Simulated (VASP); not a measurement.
Wanted: the native input for a VASP 6.6.1 run.

```yaml
Task: single point
Functional: PBE
Potentials_or_basis: VASP PAW PBE potentials, release 64 (Ti_sv, O)
Cutoff: 520 eV
k_mesh: 8 × 8 × 8
Occupations: gaussian, width 0.05 eV
Spin: no spin polarisation
Hubbard_terms: Ti d U = 4.0 eV
Dipole_correction: no
Further_INCAR_settings: ALGO = Normal; EDIFF = 1e-06; NBANDS = 33
```

The structure of TiO2 lies in POSCAR:

```
TiO2
1.0
   -1.8768500000      1.8768500000      4.6291000000
    1.8768500000     -1.8768500000      4.6291000000
    1.8768500000      1.8768500000     -4.6291000000
Ti O
2 4
Direct
    0.0000000000      0.0000000000      0.0000000000
    0.7500000000      0.2500000000      0.5000000000
    0.2052277854      0.2052277854      0.0000000000
    0.9552277854      0.4552277854      0.5000000000
    0.5447722146      0.0447722146      0.5000000000
    0.7947722146      0.7947722146      0.0000000000
```

These files were run (other wordings do the same):

INCAR

```
PREC     = Accurate       # precision mode
ENCUT    = 520            # plane-wave cutoff, eV
EDIFF    = 1E-6           # SCF threshold, eV
ISMEAR   = 0              # smearing method
SIGMA    = 0.05           # smearing width, eV
LREAL    = False          # projectors in reciprocal space
LASPH    = True           # aspherical terms in the spheres
NELM     = 150            # most SCF steps
ALGO     = Normal         # electronic algorithm
ISIF     = 2              # what is computed and relaxed
LWAVE    = False          # write WAVECAR
LCHARG   = False          # write CHGCAR
LMAXMIX  = 4              # l up to which the mixer works
LDAU     = True           # DFT+U
LDAUTYPE = 2            
LDAUL    = 2 -1           # shell
LDAUU    = 4 0            # U, eV
LDAUJ    = 0 0          
LDAUPRINT= 1            
GGA      = PE             # functional
NBANDS   = 33             # bands
```

KPOINTS

```
regular mesh
0
Gamma
  8 8 8
```

Potentials or basis: VASP PAW PBE potentials, release 64 (Ti_sv, O).

Launch:

```bash
$ cat potpaw_PBE.64/Ti_sv/POTCAR potpaw_PBE.64/O/POTCAR > POTCAR
$ mpirun -np 1 vasp_std > vasp.out
```

It gave:

| Item | Value |
| --- | --- |
| Pressure | 28.1 GPa |
| Largest force | 1.503 eV/Å |
| Band gap on the k mesh | 2.94 eV (least direct gap 3.17 eV) |

Caveat: the cell stands under pressure; forces of over 1 eV/Å act on the atoms, so gaps and moduli don't describe the material at rest.

Run time: 110 s on 1 thread of AMD EPYC 9R45 96-Core Processor (Zen 5) (shared host), peak memory 0.26 GiB.
